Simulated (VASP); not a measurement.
The system is Cu.

```
Cu
1.0
    -1.44279    1.44279    1.37608
     1.44279   -1.44279    1.37608
     1.44279    1.44279   -1.37608
Cu
1
Cartesian
  0.0000 0.0000 0.0000
```

Base run:

* Program: VASP 6.6.1
* Functional: RPBE
* Potentials or basis: VASP PAW PBE potentials, release 64 (Cu)
* Cutoff: 600 eV
* k mesh: 9 × 9 × 9
* Occupations: methfessel-paxton, width 0.2 eV
* Spin: no spin polarisation

Its results: pressure 13.4 GPa.

Task: The run is repeated on the same cell with these changes: k mesh from 9 × 9 × 9 to 5 × 5 × 5. What comes out?

Result: Pressure 13.0 GPa.

Caveats: some runs use coarse meshes; the PAW data sets were made with another functional, which shifts forces and pressure a little.
